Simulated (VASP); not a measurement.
Here is a VASP 6.6.1 calculation.

The input INCAR:

```
SYSTEM = Si2Ag2Pt
PREC = Accurate
ENCUT = 520
EDIFF = 1E-6
ISMEAR = 0
SIGMA = 0.1
LREAL = .False.
LASPH = .True.
NELM = 60
ALGO = Normal
ISIF = 2
LWAVE = .False.
LCHARG = .True.
GGA = PE
LELF = .True.
LVHAR = .True.
NBANDS = 28
```

KPOINTS

```
Automatic mesh
0
Gamma
  4 4 3
  0 0 0
```

The input POSCAR:

```
Si2Ag2Pt
1.0
    0.0000000000      3.9688150000      0.0000001900
    3.9688150000      0.0000000000      0.0000001900
    1.9844077500      1.9844077500     -5.1521178100
Pt Si Ag
1 2 2
Direct
    0.0008040582     -0.0039915798      0.0414021976
    0.2967665812      0.4500612044      0.1939905450
    0.6264885255      0.5370598169      0.8030723236
    0.7165788520      0.2354440548      0.4985724853
    0.2484702637      0.7534101513      0.5053545525
```

Potentials or basis: VASP PAW PBE potentials, release 64 (Pt, Si, Ag).

The run is started by

```console
$ cat potpaw_PBE.64/Pt/POTCAR potpaw_PBE.64/Si/POTCAR potpaw_PBE.64/Ag/POTCAR > POTCAR
$ mpirun -np 1 vasp_std > vasp.out
```

Task: Estimate the pressure.

Result: 10.8 GPa.

Task: Estimate the largest force.

Result: 0.852 eV/Å.

Task: Estimate the band gap on the k mesh.

Result: Zero (band 20 reaches 9.67 eV, above the bottom of band 21 at 8.91 eV).

Forces on the atoms (eV/Å):
```
Pt   0.357  0.210  0.231
Si   0.154  0.157  0.399
Si  -0.257  0.229 -0.128
Ag  -0.353 -0.616 -0.471
Ag   0.099  0.020 -0.030
```

Caveat: the k points lie up to 0.42 Å⁻¹ apart; spin-orbit coupling is left out, which moves the levels of the heavy elements.
